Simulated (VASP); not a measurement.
P: single point with r2SCAN

The system is P.

```
P
1.0
     1.65383   -5.49841    0.00000
     1.65383    5.49841    0.00000
     0.00000    0.00000    4.54689
P
4
Direct
  0.09551 0.90449 0.91181
  0.59551 0.40449 0.58819
  0.90449 0.09551 0.08819
  0.40449 0.59551 0.41181
```

| Item | Value |
| --- | --- |
| Program | VASP 6.6.1 |
| Task | single point |
| Functional | r2SCAN |
| Potentials or basis | VASP PAW PBE potentials, release 64 (P) |
| Cutoff | 520 eV |
| k mesh | 3 × 3 × 2 |
| Occupations | fermi-dirac, width 0.05 eV |
| Spin | no spin polarisation |
| Dipole correction | no |
| Further INCAR settings | ALGO = Normal; EDIFF = 1e-07; NBANDS = 18 |

| Property | Result |
| --- | --- |
| Pressure | -0.2 GPa |
| Largest force | 0.332 eV/Å |
| Band gap on the k mesh | 0.90 eV (least direct gap 1.04 eV) |

Forces in eV/Å, atoms in the order of the input:
```
P    0.000  0.331 -0.035
P    0.000  0.331  0.035
P    0.000 -0.331  0.035
P    0.000 -0.331 -0.035
```

Stress tensor (GPa, compression positive):
```
 4.47  0.00  0.00
 0.00 -2.94  0.00
 0.00  0.00 -2.26
```

Levels at points of the mesh, in eV from the valence-band top:
```csv
k point,band 8,band 9,band 10,band 11,band 12,band 13
"(0.00, 0.00, 0.00)",-2.53,-2.39,-0.91,1.10,1.64,2.51
"(0.00, 0.00, 0.50)",-3.12,-1.38,-1.38,2.05,2.05,3.42
```

Run time: 120 s on 1 thread of AMD EPYC 9755 128-Core Processor, with other jobs on the host, peak memory 0.24 GiB.

Caveat: the k points lie up to 0.69 Å⁻¹ apart; the PAW data sets were made with another functional, which shifts forces and pressure a little. A k mesh can miss the band edges.
